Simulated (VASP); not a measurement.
## C: single point with PBEsol+D3(BJ)

Crystal: C.

```
CELL_PARAMETERS angstrom
2.41662 0.00000 0.00000
-1.20831 2.09285 0.00000
0.00000 0.00000 3.47054
ATOMIC_POSITIONS crystal
C 0.34273 0.68546 0.00000
C 0.65727 0.31454 0.00000
```

This cell differs from its parent crystal: atoms displaced along a vibrational mode, the cell strained.

```json
{
 "Program": "VASP 6.6.1",
 "Task": "single point",
 "Functional": "PBEsol",
 "Dispersion": "D3(BJ)",
 "Potentials or basis": "VASP PAW PBE potentials, release 64 (C)",
 "Cutoff": "520 eV",
 "k mesh": "21 × 21 × 12",
 "Occupations": "gaussian, width 0.15 eV",
 "Spin": "no spin polarisation"
}
```

```yaml
Pressure: 19.7 GPa
Largest_force: 5.407 eV/Å
Band_gap_on_the_k_mesh: zero (bands 4 and 5 overlap by 0.25 eV)
Dispersion_energy_per_atom: -0.106 eV
```

Forces in eV/Å, atoms in the order of the input:
```
C    0.000 -5.407  0.000
C    0.000  5.407  0.000
```

Stress tensor (GPa, compression positive):
```
15.95  0.00  0.00
 0.00 43.07  0.00
 0.00  0.00  0.23
```

Levels at points of the mesh, in eV from the Fermi level:
```csv
k point,band 1,band 2,band 3,band 4,band 5,band 6,band 7,band 8,band 9
"(0.00, 0.00, 0.00)",-20.02,-7.15,-4.08,-1.64,3.63,7.15,10.25,12.49,14.00
"(0.00, 0.00, 0.50)",-19.79,-8.80,-4.06,-1.61,7.22,9.40,10.34,12.18,14.34
```

It took 2.3 min on 1 thread of Intel(R) Xeon(R) Platinum 8259CL CPU @ 2.50GHz (Skylake/Cascade Lake), on a shared host, peak memory 0.24 GiB.

Caveat: the cell differs from its parent crystal (atoms displaced along a vibrational mode, the cell strained); the stress differs along the axes, from 0 to 43 GPa; the PAW data sets were made with another functional, which shifts forces and pressure a little.
